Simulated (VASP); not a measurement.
The system is Bi3As2.

```
Bi As
1.0
     4.59725    0.00000    0.00000
    -2.29862    3.98133    0.00000
     0.00000    0.00000    7.15257
Bi As
3 2
Direct
  0.00000 0.00000 0.00000
  0.33333 0.66667 0.64500
  0.66667 0.33333 0.35500
  0.33333 0.66667 0.24500
  0.66667 0.33333 0.75500
```

```yaml
Program: VASP 6.6.1
Task: relaxation of cell and atoms
Functional: PBE
Potentials_or_basis: VASP PAW PBE potentials, release 64 (Bi_d, As)
Cutoff: 600 eV
k_mesh: 6 × 6 × 4
Occupations: gaussian, width 0.1 eV
Spin: no spin polarisation
```

At the start: pressure 12.5 GPa; volume 26.18 Å³/atom.

Q: How do energy, volume and symmetry change on relaxing?

A: Over 25 steps the energy falls by 257.0 meV/atom and the volume is 30.05 Å³/atom (+14.8 %); space group P-3m1 (No. 164, to 0.1 Å) before and after.

Step by step:
```
step  energy change (eV)  largest force (eV/Å)  pressure (GPa)  volume (Å³)
   1              0.0000                1.4837           12.51       130.91
   2             -0.6255                0.1022           -4.63       173.56
   3             -0.9118                0.3637           -0.39       155.68
   4             -0.9116                0.3807           -0.22       155.16
   5             -0.9457                0.3403           -0.15       154.31
   6             -1.0222                0.3115            0.20       151.63
   7             -1.0763                0.3922            1.45       145.68
   8             -1.1084                0.3538            0.31       147.99
   9             -1.1195                0.3235           -0.87       150.62
  10             -1.1376                0.3187           -0.98       150.39
  11             -1.1825                0.3460           -0.93       149.58
  12             -1.0123                0.3413            0.96       147.41
  13             -1.1859                0.3562           -0.84       149.31
  14             -1.1873                0.3368           -0.70       148.95
  15             -1.2130                0.2628            1.14       144.88
  16             -1.2137                0.2612            0.87       145.42
  17             -1.2572                0.1561            0.50       147.30
  18             -1.2643                0.1188            0.35       148.46
  19             -1.2732                0.1097           -0.49       151.04
  20             -1.2732                0.1102           -0.53       151.14
  21             -1.2806                0.0814           -0.20       150.42
  22             -1.2812                0.0860           -0.07       150.15
  23             -1.2835                0.0703            0.17       149.62
  24             -1.2838                0.0634            0.27       149.39
  25             -1.2851                0.0302           -0.02       150.24
```

Final structure:
```
Bi As
1.0
     5.26999    0.00000    0.00000
    -2.63500    4.56395    0.00000
     0.00000    0.00000    6.24662
Bi As
3 2
Direct
  0.00000 0.00000 0.00000
  0.33333 0.66667 0.72468
  0.66667 0.33333 0.27532
  0.33333 0.66667 0.20460
  0.66667 0.33333 0.79540
```
